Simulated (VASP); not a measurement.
Set up this calculation in VASP 6.6.1, as the native input.

```
Task                   : single point
Functional             : PBEsol
Potentials or basis    : VASP PAW PBE potentials, release 64 (Ru_pv)
Cutoff                 : 520 eV
k mesh                 : 18 × 18 × 10
Occupations            : gaussian, width 0.15 eV
Spin                   : no spin polarisation
Dipole correction      : no
Further INCAR settings : ALGO = Fast; EDIFF = 1e-06; NBANDS = 21
```

The structure of Ru lies in POSCAR:

```
Ru
1.0
    2.8780000000      0.0000000000      0.0000000000
   -1.4390000000      2.4924211121      0.0000000000
    0.0000000000      0.0000000000      4.5586000000
Ru
2
Direct
    0.3333333333      0.6666666667      0.2500000000
    0.6666666667      0.3333333333      0.7500000000
```

These files were run (other wordings do the same):

INCAR

```
PREC = Accurate ; ENCUT = 520
EDIFF = 1E-6 ; ISMEAR = 0
SIGMA = 0.15 ; LREAL = F
LASPH = T ; NELM = 80
ALGO = Fast ; ISIF = 2
LWAVE = F ; LCHARG = T
GGA = PS ; LELF = T
LVHAR = T ; NBANDS = 21
```

KPOINTS

```
regular mesh
0
Gamma
  18 18 10
```

Potentials or basis: VASP PAW PBE potentials, release 64 (Ru_pv).

Launch:

```bash
$ cat potpaw_PBE.64/Ru_pv/POTCAR > POTCAR
$ mpirun -np 1 vasp_std > vasp.out
```

Results of the run:

```json
{
 "Pressure": "-43.1 GPa",
 "Band gap on the k mesh": "zero (band 14 reaches 10.73 eV, above the bottom of band 15 at 8.34 eV)"
}
```

Caveat: the PAW data sets were made with another functional, which shifts forces and pressure a little.

Run time: 61 s on 1 thread of Intel(R) Xeon(R) Platinum 8488C (Sapphire Rapids), with other jobs on the host, peak memory 0.24 GiB.
